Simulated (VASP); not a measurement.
# Fe (Fm-3m) in VASP: a series of runs

Runs on Fe. Level: PBEsol. Tasks: single point, relaxation of cell and atoms.

Program: VASP 6.6.1. These are calculated values, not measurements. Logs are shortened: lines on timing, memory, paths and dates and some standing lists are left out, and cuts for length are marked.

## (1) The cell of the first run

The structure is cubic, space group Fm-3m (No. 225). Conventional cell: a = 3.406 Å, b = 3.406 Å, c = 3.406 Å, α = 90.00°, β = 90.00°, γ = 90.00°. Within 3.2 Å of Fe (site symmetry m-3m) lie 12 Fe at 2.41 Å.

This isn't the form of Fe at room conditions, which is bcc.

## (2) Single point, PBEsol, collinear spin, ferromagnetic start

Input file INCAR:

```
SYSTEM = Fe
PREC = Accurate
ENCUT = 520
EDIFF = 1E-7
ISMEAR = 0
SIGMA = 0.1
LREAL = .FALSE.
LASPH = .TRUE.
NELM = 150
ALGO = Normal
ISIF = 2
LWAVE = .FALSE.
LCHARG = .FALSE.
ISPIN = 2
MAGMOM = -0.22
LORBIT = 11
LMAXMIX = 4
GGA = PS
NBANDS = 14
```

Input file KPOINTS:

```
Automatic mesh
0
G
  20 20 20
  0 0 0
```

Input file POSCAR:

```
Fe
1.0
    0.0000000000      1.7030310084      1.7030310084
    1.7030310084      0.0000000000      1.7030310084
    1.7030310084      1.7030310084      0.0000000000
Fe
1
Direct
    0.0000000000      0.0000000000      0.0000000000
```

Potentials or basis: VASP PAW PBE potentials, release 64 (Fe).

Launch:

```sh
$ cat potpaw_PBE.64/Fe/POTCAR > POTCAR
$ mpirun -np 1 vasp_std > vasp.out
```

OUTCAR:

```text
SYSTEM = Fe
   PREC = Accurate
   ENCUT = 520
   EDIFF = 1E-7
   ISMEAR = 0
   LREAL = .FALSE.
   LASPH = .TRUE.
   NELM = 150
   ISIF = 2
   ISPIN = 2
   LORBIT = 11
   GGA = PS

 ion  position               nearest neighbor table
   1  0.000  0.000  0.000-

  LATTYP: Found a face centered cubic cell.
 ALAT       =     3.4060620168

  Lattice vectors:

 A1 = (   0.0000000000,   1.7030310084,   1.7030310084)
 A2 = (   1.7030310084,   0.0000000000,   1.7030310084)
 A3 = (   1.7030310084,   1.7030310084,   0.0000000000)

Analysis of symmetry for initial positions (statically):
=====================================================================
 Subroutine PRICEL returns:
 Original cell was already a primitive cell.

 Routine SETGRP: Setting up the symmetry group for a
 face centered cubic supercell.

 Subroutine GETGRP returns: Found 48 space group operations
 (whereof 48 operations were pure point group operations)
 out of a pool of 48 trial point group operations.

The static configuration has the point symmetry O_h .

Analysis of symmetry for dynamics (positions and initial velocities):
=====================================================================
 Subroutine PRICEL returns:
 Original cell was already a primitive cell.

 Routine SETGRP: Setting up the symmetry group for a
 face centered cubic supercell.

 Subroutine GETGRP returns: Found 48 space group operations
 (whereof 48 operations were pure point group operations)
 out of a pool of 48 trial point group operations.

The dynamic configuration has the point symmetry O_h .

Analysis of structural, dynamic, and magnetic symmetry:
=====================================================================
 Subroutine PRICEL returns:
 Original cell was already a primitive cell.

 Routine SETGRP: Setting up the symmetry group for a
 face centered cubic supercell.

 Subroutine GETGRP returns: Found 48 space group operations
 (whereof 48 operations were pure point group operations)
 out of a pool of 48 trial point group operations.

The overall configuration has the point symmetry O_h .

 Subroutine INISYM returns: Found 48 space group operations
 (whereof 48 operations are pure point group operations),
 and found     1 'primitive' translations

----------------------------------------------------------------------------------------

                                     Primitive cell

  volume of cell :       9.8787

  direct lattice vectors                    reciprocal lattice vectors
     0.000000000  1.703031008  1.703031008    -0.293594184  0.293594184  0.293594184
     1.703031008  0.000000000  1.703031008     0.293594184 -0.293594184  0.293594184
     1.703031008  1.703031008  0.000000000     0.293594184  0.293594184 -0.293594184

  length of vectors
     2.408449549  2.408449549  2.408449549     0.508520044  0.508520044  0.508520044

  position of ions in fractional coordinates (direct lattice)
     0.000000000  0.000000000  0.000000000

  ion indices of the primitive-cell ions
   primitive index   ion index
                 1           1

----------------------------------------------------------------------------------------

 KPOINTS: Automatic mesh

Automatic generation of k-mesh.
 Grid dimensions read from file:
 generate k-points for:   20   20   20

 Generating k-lattice:

  Cartesian coordinates                     Fractional coordinates (reciprocal lattice)
    -0.014679709  0.014679709  0.014679709     0.050000000  0.000000000  0.000000000
     0.014679709 -0.014679709  0.014679709     0.000000000  0.050000000  0.000000000
     0.014679709  0.014679709 -0.014679709     0.000000000  0.000000000  0.050000000

  Length of vectors
     0.025426002  0.025426002  0.025426002

  Shift w.r.t. Gamma in fractional coordinates (k-lattice)
     0.000000000  0.000000000  0.000000000

 Subroutine IBZKPT returns following result:
 ===========================================

 Found    256 irreducible k-points:

 Following reciprocal coordinates:
            Coordinates               Weight
  0.000000  0.000000  0.000000      1.000000
  0.050000  0.000000  0.000000      8.000000
  0.100000  0.000000  0.000000      8.000000
  0.150000  0.000000  0.000000      8.000000
  0.200000  0.000000  0.000000      8.000000
  0.250000  0.000000  0.000000      8.000000
[... 16 lines left out ...]
 -0.400000  0.050000  0.000000     24.000000
 -0.350000  0.050000  0.000000     24.000000
 [... further k-points ...]
   k-points           NKPTS =    256   k-points in BZ     NKDIM =    256   number of bands    NBANDS=     14
   number of dos      NEDOS =    301   number of ions     NIONS =      1
   total plane-waves  NPLWV =   5832
   dimension x,y,z NGX =    18 NGY =   18 NGZ =   18
   dimension x,y,z NGXF=    36 NGYF=   36 NGZF=   36
   ions per type =               1
   NGX,Y,Z   is equivalent  to a cutoff of  12.42, 12.42, 12.42 a.u.
   NGXF,Y,Z  is equivalent  to a cutoff of  24.85, 24.85, 24.85 a.u.
 SYSTEM =  Fe
   PREC   = accura    normal or accurate (medium, high low for compatibility)
   ISTART =      0    job   : 0-new  1-cont  2-samecut
   ICHARG =      2    charge: 1-file 2-atom 10-const
   ISPIN  =      2    spin polarized calculation?
   LNONCOLLINEAR =      F non collinear calculations
   LSORBIT =      F    spin-orbit coupling
   LASPH  =      T    aspherical Exc in radial PAW
   ENCUT  =  520.0 eV  38.22 Ry    6.18 a.u.   4.48  4.48  4.48*2*pi/ulx,y,z
   NELM   =    150;   NELMIN=  2; NELMDL= -5     # of ELM steps
   EDIFF  = 0.1E-06   stopping-criterion for ELM
   LREAL  =      F    real-space projection
   EDIFFG = 0.1E-05   stopping-criterion for IOM
   NSW    =      0    number of steps for IOM
   IBRION =     -1    ionic relax: 0-MD 1-quasi-New 2-CG
   NFREE  =      0    steps in history (QN), initial steepest desc. (CG)
   ISIF   =      2    stress and relaxation
   ISYM   =      2    0-nonsym 1-usesym 2-fastsym
   POTIM  = 0.5000    time-step for ionic-motion
   TEBEG  =    0.0;   TEEND  =   0.0 temperature during run
   PSTRESS=    0.0 pullay stress
   NELECT =       8.0000    total number of electrons
   NUPDOWN=      -1.0000    fix difference up-down
   EMIN   =  10.00;   EMAX   =-10.00  energy-range for DOS
   EFERMI =   0.00;   METHOD = LEGACY
   ISMEAR =     0;   SIGMA  =   0.10  broadening in eV -4-tet -1-fermi 0-gaus
   EFERMI_NEDOS =   21; number of points for ismear=-14 and -15
   IALGO  =     38    algorithm
   IMIX   =      4    mixing-type and parameters
     AMIX     =   0.40;   BMIX     =  1.00
     AMIX_MAG =   1.60;   BMIX_MAG =  1.00
  volume/ion in A,a.u.               =       9.88        66.66
  Fermi-wavevector in a.u.,A,eV,Ry     =   1.525945  2.883618 31.681285  2.328509
  Thomas-Fermi vector in A             =   2.634046
   LORBIT       =     11    0 simple, 1 ext, 2 COOP (PROOUT), +10 PAW based schemes
   GGA     = PS    functional components
   LHFCALC =     F    Hartree Fock is set to
   AEXX    =    0.0000 exact exchange contribution
   IVDW    =     0    specifies the selected vdW correction
   LEPSILON=     F    determine dielectric tensor
   LRPA    =     F    only Hartree local field effects (RPA)
 spin polarized calculation
 Gauss-broadening in eV      SIGMA  =   0.10
  energy-cutoff  :      520.00
  volume of cell :        9.88
 maximum number of plane-waves:       283
 NGX is ok and might be reduce to    18
   NGX =  9   NGY =  9   NGZ =  9

 number of electron       8.0000003 magnetization      -0.2322912

 Free energy of the ion-electron system (eV)
  ---------------------------------------------------
  ext. energy  EPLUGINS =         0.00000000
  ---------------------------------------------------
  free energy    TOTEN  =        -8.85520178 eV

  energy without entropy =       -8.84704741  energy(sigma->0) =       -8.85112459

 E-fermi :   7.0466     XC(G=0): -14.1350

 val. band max:        7.0416689568   @ k =   0.3000   0.0500   0.0000
 cond. band min:       7.0483345606   @ k =  -0.0500   0.0500   0.0000
 fundamental gap:      0.0066656038
 Fermi energy:         7.0466331012

 spin component 1

 k-point     1 :       0.0000    0.0000    0.0000
  band No.  band energies     occupation
      1      -2.0214      1.00000
      2       5.4053      1.00000
      3       5.4053      1.00000
      4       5.4053      1.00000
      5       7.1413      0.09026
      6       7.1413      0.09026
      7      30.6453      0.00000
      8      36.4138      0.00000
      9      36.4138      0.00000
     10      36.4138      0.00000
     11      40.1867      0.00000
     12      40.1867      0.00000
     13      40.1867      0.00000
     14      41.6126      0.00000
[... 375 lines left out ...]
 k-point    24 :      -0.3500    0.0500    0.0000
  band No.  band energies     occupation
      1       1.8166      1.00000
      2       5.4403      1.00000
      3       5.5115      1.00000
      4       5.5411      1.00000
      5       7.7000      0.00000
      6       8.1752      0.00000
      7      18.8860      0.00000
      8      29.4676      0.00000
      9      33.4031      0.00000
     10      36.1447      0.00000
     11      37.0927      0.00000
     12      38.9742      0.00000
     13      44.0577      0.00000
     14      50.9019      0.00000

 [... further k-points ...]

 spin component 2

 k-point     1 :       0.0000    0.0000    0.0000
  band No.  band energies     occupation
      1      -2.0581      1.00000
      2       5.2365      1.00000
      3       5.2365      1.00000
      4       5.2365      1.00000
      5       6.8063      0.99966
      6       6.8063      0.99966
      7      30.6639      0.00000
      8      36.3505      0.00000
      9      36.3505      0.00000
     10      36.3505      0.00000
     11      40.1214      0.00000
     12      40.1214      0.00000
     13      40.1214      0.00000
     14      41.6533      0.00000
[... 375 lines left out ...]
 k-point    24 :      -0.3500    0.0500    0.0000
  band No.  band energies     occupation
      1       1.7321      1.00000
      2       5.2078      1.00000
      3       5.2957      1.00000
      4       5.4097      1.00000
      5       7.4457      0.00000
      6       7.9226      0.00000
      7      18.7828      0.00000
      8      29.4604      0.00000
      9      33.3368      0.00000
     10      36.0733      0.00000
     11      37.0038      0.00000
     12      38.9048      0.00000
     13      44.0139      0.00000
     14      50.7866      0.00000

 [... further k-points ...]

------------------------ aborting loop because EDIFF is reached ----------------------------------------

  FORCE on cell =-STRESS in cart. coord.  units (eV):
  Direction    XX          YY          ZZ          XY          YZ          ZX
  --------------------------------------------------------------------------------------
  -------------------------------------------------------------------------------------
  Total       -0.0192979     -0.0192979     -0.0192979      0.0000000     -0.0000000     -0.0000000
  in kB       -3.1298525     -3.1298525     -3.1298525      0.0000000     -0.0000000     -0.0000000
  external PRESSURE =      -3.1298525 kB  Pullay stress =       0.0000000 kB

 VOLUME and BASIS-vectors are now :
 -----------------------------------------------------------------------------
  energy-cutoff  :      520.00
  volume of cell :        9.88
      direct lattice vectors                 reciprocal lattice vectors
     0.000000000  1.703031008  1.703031008    -0.293594184  0.293594184  0.293594184
     1.703031008  0.000000000  1.703031008     0.293594184 -0.293594184  0.293594184
     1.703031008  1.703031008  0.000000000     0.293594184  0.293594184 -0.293594184

 POSITION                                       TOTAL-FORCE (eV/Angst)
 -----------------------------------------------------------------------------------
      0.00000      0.00000      0.00000        -0.000000      0.000000      0.000000
 -----------------------------------------------------------------------------------
    total drift:                                0.000000     -0.000000     -0.000000

  FREE ENERGIE OF THE ION-ELECTRON SYSTEM (eV)
  ---------------------------------------------------
  free  energy   TOTEN  =        -8.8552017754 eV

  energy  without entropy=       -8.8470474065  energy(sigma->0) =       -8.85112459

 total charge

# of ion       s       p       d       tot
------------------------------------------
    1        0.557   0.672   6.368   7.596

 magnetization (x)

# of ion       s       p       d       tot
------------------------------------------
    1        0.001   0.004  -0.233  -0.228
```

It took 51 s on 1 thread of Intel Xeon 6975P-C (Granite Rapids), shared host; peak memory 0.17 GiB.

What came out:

| Item | Value |
| --- | --- |
| Free energy | -8.8552 eV |
| Pressure | -0.3 GPa |
| Net moment | -0.23 μB per cell |
| Site moments | Fe -0.23 μB |
| Valence electrons inside the program's atomic spheres | Fe 7.60 |

Caveat: the PAW data sets were made with another functional, which shifts forces and pressure a little.

(Part 1 of 2 ends here.)
